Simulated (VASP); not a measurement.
Wanted: the native input for a VASP 6.6.1 run.

* Task: relaxation of cell and atoms
* Functional: PBEsol
* Potentials or basis: VASP PAW PBE potentials, release 64 (P)
* Cutoff: 600 eV
* k mesh: 8 × 8 × 6
* Occupations: fermi-dirac, width 0.05 eV
* Spin: no spin polarisation
* Target pressure: 20 GPa
* Dipole correction: no
* Further INCAR settings: ALGO = Fast; EDIFF = 1e-07; IBRION = 2; EDIFFG = -0.02; NSW = 80; ISIF = 3

The structure of P lies in POSCAR:

```
P
1.0
    1.6477431241     -5.4650377251      0.0000000000
    1.6477431241      5.4650377251      0.0000000000
    0.0000000000      0.0000000000      4.5436355900
P
4
Direct
    0.9041431300      0.0958568700      0.5888151700
    0.0958568700      0.9041431300      0.4111848300
    0.5958568700      0.4041431300      0.0888151700
    0.4041431300      0.5958568700      0.9111848300
```

The input as run:

INCAR

```
SYSTEM = P
  PREC = Accurate
  ENCUT = 600
  EDIFF = 1E-7
  ISMEAR = -1
  SIGMA = 0.05
  LREAL = .False.
  LASPH = .True.
  NELM = 80
  ALGO = Fast
  ISIF = 3
  LWAVE = .False.
  LCHARG = .False.
  GGA = PS
  IBRION = 2
  NSW = 80
  EDIFFG = -0.02
  PSTRESS = 200.0
```

KPOINTS

```
regular mesh
0
Gamma
  8 8 6
  0 0 0
```

Potentials or basis: VASP PAW PBE potentials, release 64 (P).

Run with:

```console
$ cat potpaw_PBE.64/P/POTCAR > POTCAR
$ mpirun -np 1 vasp_std > vasp.out
```

It gave:

* Relaxed volume: 12.72 Å³/atom
* Relaxed cell: a = 4.905 Å, b = 4.905 Å, c = 3.515 Å, α = 90.00°, β = 90.00°, γ = 143.03°
* Space group after relaxing (to 0.1 Å): Cmce (No. 64)
* Energy change on relaxing (the run minimises the enthalpy): +227.2 meV/atom
* Ionic steps: 30
* Pressure after relaxing: 20.1 GPa
* Band gap on the k mesh: zero (bands 10 and 11 overlap by 2.16 eV)

Caveat: the cell is relaxed towards a set pressure, so the run minimises the enthalpy, not the energy; the volume moved by over 15 % at a fixed basis, so the end points are rough; the PAW data sets were made with another functional, which shifts forces and pressure a little.

Wall time 48 min on 1 thread of Oxide Virtual Turin-like Processor (shared host), peak memory 0.31 GiB.
